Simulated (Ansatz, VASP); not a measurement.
Pt5Au in VASP and in Ansatz

INCAR

```
SYSTEM = Pt5Au
PREC     = Accurate       ! precision mode
ENCUT    = 520            ! plane-wave cutoff, eV
EDIFF    = 1E-7           ! SCF threshold, eV
ISMEAR   = -1             ! smearing method
SIGMA    = 0.1            ! smearing width, eV
LREAL    = .FALSE.        ! projectors in reciprocal space
LASPH    = .TRUE.         ! aspherical terms in the spheres
NELM     = 80             ! most SCF steps
ALGO     = Normal         ! electronic algorithm
ISIF     = 2              ! what is computed and relaxed
LWAVE    = .FALSE.        ! write WAVECAR
LCHARG   = .FALSE.        ! write CHGCAR
LDIPOL   = .TRUE.       
IDIPOL   = 3            
DIPOL    = 0.5 0.5 0.500
GGA      = PE             ! functional
NBANDS   = 40             ! bands
```

Contents of KPOINTS:

```
Automatic mesh
0
G
  14 10 1
  0 0 0
```

File POSCAR:

```
Pt5Au
1.0
    2.8085470207      0.0000000000      0.0000000000
    0.0000000000      3.9718852873      0.0000000000
    0.0000000000      0.0000000000     23.0214000000
Au Pt
1 5
Direct
    0.2500000000      0.2500000000      0.3525208290
    0.7500000000      0.7500000000      0.4046703940
    0.2500000000      0.2500000000      0.4706394975
    0.7500000000      0.7500000000      0.5293605030
    0.2500000000      0.2500000000      0.5953295994
    0.7500000000      0.7500000000      0.6474791770
```

Input for Ansatz:

```yaml
crystal:
  lattice:
    - [2.8085470207, 0.0, 0.0]
    - [0.0, 3.9718852873, 0.0]
    - [0.0, 0.0, 23.0214]
  atoms:
    - { symbol: Au, position: [0.25, 0.25, 0.352520829] }
    - { symbol: Pt, position: [0.75, 0.75, 0.404670394] }
    - { symbol: Pt, position: [0.25, 0.25, 0.4706394975] }
    - { symbol: Pt, position: [0.75, 0.75, 0.529360503] }
    - { symbol: Pt, position: [0.25, 0.25, 0.5953295994] }
    - { symbol: Pt, position: [0.75, 0.75, 0.647479177] }
kpoints:
  mp_grid: { grid: [14, 10, 1] }
scf:
  occupations: { method: fermi_dirac, width: 0.1 }
hamiltonian:
  xc: pbe
  pseudopotentials: { kind: all_electron, lapw: { basis_error: 0.001 } }
output:
  forces: true
  stress: true
  eigenvalues: true
efield:
  axis: 3
  amplitude: 0
  dipole_correction: true
```

Alike in both runs: task single point; functional PBE; k mesh 14 × 10 × 1; occupations fermi-dirac, width 0.1 eV; no spin polarisation.

|  | VASP | Ansatz |
| --- | --- | --- |
| version | VASP 6.6.1 | Ansatz 0.2.0 |
| potentials or method | VASP PAW PBE potentials, release 64 (Au, Pt), cutoff 520 eV | all-electron LAPW, scalar-relativistic |

```csv
,VASP,Ansatz,Ansatz less VASP
rms of the force components (eV/Å),0.382,0.385,+0.0031
```

Atom by atom the forces differ by 0.009 eV/Å (rms over components). Ansatz ran all-electron here, and VASP with PAW potentials.

Spin-orbit coupling is off throughout.
